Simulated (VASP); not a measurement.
# H4RuCl (P-43m) in VASP: a series of runs

Runs on H4RuCl. Level: PBE. Tasks: single point, relaxation of cell and atoms.

Program: VASP 6.6.1. These are calculated values, not measurements. Logs are shortened: lines on timing, memory, paths and dates and some standing lists are left out, and cuts for length are marked.

## 1. The cell of the first run

It takes space group P-43m (No. 215, cubic). The conventional cell has a = 3.956 Å, b = 3.956 Å, c = 3.956 Å, α = 90.00°, β = 90.00°, γ = 90.00°. H (site symmetry 3m) has 1 Ru at 1.01 Å within 1.4 Å. Ru (site symmetry -43m) has 4 H at 1.01 Å within 1.4 Å. Within 3.2 Å of Cl (site symmetry -43m) lie 4 H at 2.41 Å.

## 2. Single point, PBE, collinear spin, ferromagnetic start

The input, INCAR:

```
SYSTEM = H4RuCl
ALGO = Normal
EDIFF = 1E-6
ENCUT = 520
GGA = PE
ISIF = 2
ISMEAR = 0
ISPIN = 2
LASPH = .TRUE.
LCHARG = .FALSE.
LMAXMIX = 4
LORBIT = 11
LREAL = .FALSE.
LWAVE = .FALSE.
MAGMOM = 0 0 0 0 1 0
NBANDS = 26
NELM = 150
PREC = Accurate
SIGMA = 0.1
```

The input, KPOINTS:

```
k-points
0
G
  4 4 4
  0 0 0
```

The input, POSCAR:

```
H4RuCl
1.0
    3.9555800000      0.0000000000      0.0000000000
    0.0000000000      3.9555800000      0.0000000000
    0.0000000000      0.0000000000      3.9555800000
H Ru Cl
4 1 1
Direct
    0.1480000000      0.1480000000      0.1480000000
    0.1480000000      0.8520000000      0.8520000000
    0.8520000000      0.8520000000      0.1480000000
    0.8520000000      0.1480000000      0.8520000000
    0.0000000000      0.0000000000      0.0000000000
    0.5000000000      0.5000000000      0.5000000000
```

Potentials or basis: VASP PAW PBE potentials, release 64 (H, Ru_pv, Cl).

On the command line:

```bash
> cat potpaw_PBE.64/H/POTCAR potpaw_PBE.64/Ru_pv/POTCAR potpaw_PBE.64/Cl/POTCAR > POTCAR
> mpirun -np 1 vasp_std > vasp.out
```

OUTCAR:

```text
SYSTEM = H4RuCl
   EDIFF = 1E-6
   ENCUT = 520
   GGA = PE
   ISIF = 2
   ISMEAR = 0
   ISPIN = 2
   LASPH = .TRUE.
   LORBIT = 11
   LREAL = .FALSE.
   NELM = 150
   PREC = Accurate

 ion  position               nearest neighbor table
   1  0.148  0.148  0.148-   5 1.01
   2  0.148  0.852  0.852-   5 1.01
   3  0.852  0.852  0.148-   5 1.01
   4  0.852  0.148  0.852-   5 1.01
   5  0.000  0.000  0.000-   1 1.01   2 1.01   3 1.01   4 1.01
   6  0.500  0.500  0.500-

 -----------------------------------------------------------------------------
|                                                                             |
|           W    W    AA    RRRRR   N    N  II  N    N   GGGG   !!!           |
|           W    W   A  A   R    R  NN   N  II  NN   N  G    G  !!!           |
|           W    W  A    A  R    R  N N  N  II  N N  N  G       !!!           |
|           W WW W  AAAAAA  RRRRR   N  N N  II  N  N N  G  GGG   !            |
|           WW  WW  A    A  R   R   N   NN  II  N   NN  G    G                |
|           W    W  A    A  R    R  N    N  II  N    N   GGGG   !!!           |
|                                                                             |
|     The distance between some ions is very small. Please check the          |
|     nearest-neighbor list in the OUTCAR file.                               |
|     I HOPE YOU KNOW WHAT YOU ARE DOING!                                     |
|                                                                             |
 -----------------------------------------------------------------------------

  LATTYP: Found a simple cubic cell.
 ALAT       =     3.9555800000

  Lattice vectors:

 A1 = (   3.9555800000,   0.0000000000,   0.0000000000)
 A2 = (   0.0000000000,   3.9555800000,   0.0000000000)
 A3 = (   0.0000000000,   0.0000000000,   3.9555800000)

Analysis of symmetry for initial positions (statically):
=====================================================================
 Subroutine PRICEL returns:
 Original cell was already a primitive cell.

 Routine SETGRP: Setting up the symmetry group for a
 simple cubic supercell.

 Subroutine GETGRP returns: Found 24 space group operations
 (whereof 24 operations were pure point group operations)
 out of a pool of 48 trial point group operations.

The static configuration has the point symmetry T_d .

Analysis of symmetry for dynamics (positions and initial velocities):
=====================================================================
 Subroutine PRICEL returns:
 Original cell was already a primitive cell.

 Routine SETGRP: Setting up the symmetry group for a
 simple cubic supercell.

 Subroutine GETGRP returns: Found 24 space group operations
 (whereof 24 operations were pure point group operations)
 out of a pool of 48 trial point group operations.
[... 154 lines left out ...]
  ---------------------------------------------------
  free energy    TOTEN  =         7.54316527 eV

  energy without entropy =        7.57076418  energy(sigma->0) =        7.55696472

 E-fermi :   1.0945     XC(G=0):  -9.1337

 val. band max:        1.0822089013   @ k =   0.5000   0.0000   0.0000
 cond. band min:       1.0964887304   @ k =   0.5000   0.2500   0.0000
 fundamental gap:      0.0142798291
 Fermi energy:         1.0945142255

 spin component 1

 k-point     1 :       0.0000    0.0000    0.0000
  band No.  band energies     occupation
      1     -41.0469      1.00000
      2     -41.0469      1.00000
      3     -41.0469      1.00000
      4     -12.1493      1.00000
      5      -3.9350      1.00000
      6      -3.9350      1.00000
[... 259 lines left out ...]
     23      18.1618      0.00000
     24      19.4615      0.00000
 Fermi energy:         1.0945142255

 spin component 2

 k-point     1 :       0.0000    0.0000    0.0000
  band No.  band energies     occupation
      1     -41.3923      1.00000
      2     -41.3923      1.00000
      3     -41.3922      1.00000
      4     -12.3518      1.00000
      5      -4.1288      1.00000
      6      -4.1288      1.00000
[... 259 lines left out ...]
     23      18.0073      0.00000
     24      19.2662      0.00000
 [bands above 24 left out]

------------------------ aborting loop because EDIFF is reached ----------------------------------------

  FORCE on cell =-STRESS in cart. coord.  units (eV):
  Direction    XX          YY          ZZ          XY          YZ          ZX
  --------------------------------------------------------------------------------------
  -------------------------------------------------------------------------------------
  Total       55.5024425     55.5024425     55.5024425      0.0000000      0.0000000      0.0000000
  in kB     1436.7862432   1436.7862432   1436.7862432      0.0000000      0.0000000      0.0000000
  external PRESSURE =    1436.7862432 kB  Pullay stress =       0.0000000 kB

 VOLUME and BASIS-vectors are now :
 -----------------------------------------------------------------------------
  energy-cutoff  :      520.00
  volume of cell :       61.89
      direct lattice vectors                 reciprocal lattice vectors
     3.955580000  0.000000000  0.000000000     0.252807426  0.000000000  0.000000000
     0.000000000  3.955580000  0.000000000     0.000000000  0.252807426  0.000000000
     0.000000000  0.000000000  3.955580000     0.000000000  0.000000000  0.252807426

 POSITION                                       TOTAL-FORCE (eV/Angst)
 -----------------------------------------------------------------------------------
      0.58543      0.58543      0.58543        23.928449     23.928449     23.928449
      0.58543      3.37015      3.37015        23.928449    -23.928449    -23.928449
      3.37015      3.37015      0.58543       -23.928449    -23.928449     23.928449
      3.37015      0.58543      3.37015       -23.928449     23.928449    -23.928449
      0.00000      0.00000      0.00000        -0.000000     -0.000000      0.000000
      1.97779      1.97779      1.97779        -0.000000     -0.000000      0.000000
 -----------------------------------------------------------------------------------
    total drift:                               -0.000000     -0.000000     -0.000000

  FREE ENERGIE OF THE ION-ELECTRON SYSTEM (eV)
  ---------------------------------------------------
  free  energy   TOTEN  =         7.5431652660 eV

  energy  without entropy=        7.5707641836  energy(sigma->0) =        7.55696472

 total charge

# of ion       s       p       d       tot
------------------------------------------
    1        0.831   0.333   0.000   1.163
    2        0.831   0.333   0.000   1.163
    3        0.831   0.333   0.000   1.163
    4        0.831   0.333   0.000   1.163
    5        0.789   6.342   7.991  15.122
    6        1.614   3.414   0.000   5.029
--------------------------------------------------
tot          5.726  11.087   7.991  24.803

 magnetization (x)

# of ion       s       p       d       tot
------------------------------------------
    1       -0.011  -0.017   0.000  -0.028
    2       -0.011  -0.017   0.000  -0.028
    3       -0.011  -0.017   0.000  -0.028
    4       -0.011  -0.017   0.000  -0.028
    5       -0.048  -0.000  -0.490  -0.538
    6       -0.004  -0.160   0.000  -0.164
--------------------------------------------------
tot         -0.094  -0.229  -0.490  -0.813
```

OSZICAR:

```text
N       E                     dE             d eps       ncg     rms          rms(c)
DAV:   1     0.204182213994E+03    0.20418E+03   -0.13663E+04  1152   0.880E+02
DAV:   2     0.105687904370E+02   -0.19361E+03   -0.18682E+03  1216   0.265E+02
DAV:   3     0.354292490881E+01   -0.70259E+01   -0.69436E+01  1288   0.494E+01
DAV:   4     0.348366535162E+01   -0.59260E-01   -0.59244E-01  1244   0.495E+00
DAV:   5     0.348298001335E+01   -0.68534E-03   -0.68532E-03  1280   0.536E-01    0.146E+01
DAV:   6     0.615616373309E+01    0.26732E+01   -0.25819E+01  1260   0.210E+01    0.150E+01
DAV:   7     0.736957174748E+01    0.12134E+01   -0.19181E+00  1232   0.925E+00    0.681E+00
DAV:   8     0.744480558672E+01    0.75234E-01   -0.12529E+00  1182   0.539E+00    0.353E+00
DAV:   9     0.754216420756E+01    0.97359E-01   -0.28550E-01  1180   0.300E+00    0.106E+00
DAV:  10     0.754540565249E+01    0.32414E-02   -0.17718E-02  1310   0.658E-01    0.638E-01
DAV:  11     0.754408858360E+01   -0.13171E-02   -0.33955E-03  1246   0.226E-01    0.440E-01
DAV:  12     0.754381258488E+01   -0.27600E-03   -0.59505E-03  1236   0.512E-01    0.326E-01
DAV:  13     0.754305701259E+01   -0.75557E-03   -0.90362E-04  1194   0.179E-01    0.182E-01
DAV:  14     0.754316746319E+01    0.11045E-03   -0.84969E-04  1210   0.123E-01    0.706E-02
DAV:  15     0.754313782404E+01   -0.29639E-04   -0.86422E-05  1216   0.417E-02    0.652E-02
DAV:  16     0.754316527511E+01    0.27451E-04   -0.47659E-05  1282   0.334E-02    0.123E-02
DAV:  17     0.754316526603E+01   -0.90795E-08   -0.44893E-06  1204   0.105E-02
   1 F= 0.75431653E+01 E0= 0.75569647E+01  d E =-.275989E-01  mag=    -0.8053
```

Run time: 43 s. Hardware: 1 thread of Intel Xeon 6975P-C (Granite Rapids), shared host; peak memory 0.19 GiB.

Results:

| Quantity | Value |
| --- | --- |
| Free energy | 7.5432 eV |
| Pressure | 143.7 GPa |
| Largest force | 41.445 eV/Å |
| Net moment | -0.81 μB per cell |
| Site moments | H -0.03; Ru -0.54; Cl -0.16 μB |
| Valence electrons inside the program's atomic spheres | H 1.16; Ru 15.12; Cl 5.03 |

Forces on the atoms (eV/Å):
```
H    23.928  23.928  23.928
H    23.928 -23.928 -23.928
H   -23.928 -23.928  23.928
H   -23.928  23.928 -23.928
Ru    0.000   0.000   0.000
Cl    0.000   0.000   0.000
```

Levels at points of the mesh, in eV from the Fermi level:
Spin up:
```csv
k point,band 9,band 10,band 11,band 12,band 13,band 14,band 15,band 16
"(0.00, 0.00, 0.00)",-0.98,-0.98,-0.98,-0.89,-0.89,8.47,8.47,8.47
"(0.50, 0.00, 0.00)",-0.79,-0.51,-0.51,-0.01,0.61,3.42,7.36,7.36
"(0.50, 0.50, 0.00)",-2.02,-2.02,-0.68,-0.07,0.14,5.98,5.98,9.21
"(0.50, 0.50, 0.50)",-1.01,-1.01,-1.01,0.15,0.15,4.08,4.08,4.08
```
Spin down:
```csv
k point,band 11,band 12,band 13,band 14,band 15,band 16
"(0.00, 0.00, 0.00)",-1.16,-1.16,-1.16,8.32,8.32,8.32
"(0.50, 0.00, 0.00)",-0.70,-0.54,0.40,3.32,7.24,7.24
"(0.50, 0.50, 0.00)",-0.97,-0.47,-0.42,5.82,5.82,9.07
"(0.50, 0.50, 0.50)",-1.20,-0.40,-0.40,3.97,3.97,3.97
```

Caveat: the k points lie up to 0.40 Å⁻¹ apart; forces of over 1 eV/Å act on the atoms, so gaps and moduli don't describe the material at rest.

[end of part 1 of 2]
